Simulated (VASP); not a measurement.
Write the native input for VASP 6.6.1 that does the following.

```yaml
Task: single point
Functional: PBE
Potentials_or_basis: VASP PAW PBE potentials, release 64 (Pb_d, Ge_d, S, Li_sv)
Cutoff: 650 eV
k_mesh: 3 × 3 × 3
Occupations: fermi-dirac, width 0.1 eV
Spin: no spin polarisation
Dipole_correction: no
Further_INCAR_settings: ALGO = Normal; EDIFF = 1e-06; NBANDS = 39
```

The structure of Li2GePbS4 lies in POSCAR:

```
Li2GePbS4
1.0
    5.7003140000      0.3596400000     -0.7426660000
    0.9231290000      5.9764090000     -0.3997900000
    0.2368030000      0.0317840000      5.3149610000
Pb Ge S Li
1 1 4 2
Direct
    0.1952066088      0.5991620061      0.7355490077
    0.7312560392      0.7793390525      0.9148046350
    0.1518143986      0.0262064043      0.0315340885
    0.7346167703      0.8451218747      0.4138386288
    0.3457003664      0.1875173573      0.4800811281
   -0.0319212348      0.4530661393      0.1882897158
    0.5528097531      0.1623147646      0.1647080435
    0.9137297336      0.1669365106      0.6544920186
```

The input as run:

INCAR

```
SYSTEM = Li2GePbS4
PREC = Accurate ; ENCUT = 650
EDIFF = 1E-6 ; ISMEAR = -1
SIGMA = 0.1 ; LREAL = .False.
LASPH = .True. ; NELM = 120
ALGO = Normal ; ISIF = 2
LWAVE = .False. ; LCHARG = .False.
GGA = PE ; NBANDS = 39
GGA_COMPAT = .False.
```

KPOINTS

```
Automatic mesh
0
Gamma
  3 3 3
  0 0 0
```

Potentials or basis: VASP PAW PBE potentials, release 64 (Pb_d, Ge_d, S, Li_sv).

Command:

```sh
$ cat potpaw_PBE.64/Pb_d/POTCAR potpaw_PBE.64/Ge_d/POTCAR potpaw_PBE.64/S/POTCAR potpaw_PBE.64/Li_sv/POTCAR > POTCAR
$ mpirun -np 1 vasp_std > vasp.out
```

It gave:

```
Pressure               : 0.1 GPa
Largest force          : 1.479 eV/Å
Band gap on the k mesh : zero (bands 29 and 30 overlap by 0.07 eV)
```

Caveat: the k points lie up to 0.40 Å⁻¹ apart; spin-orbit coupling is left out, which moves the levels of the heavy elements.

Wall time 3.8 min on 1 thread of Intel Xeon 8259CL (shared host), peak memory 0.42 GiB.
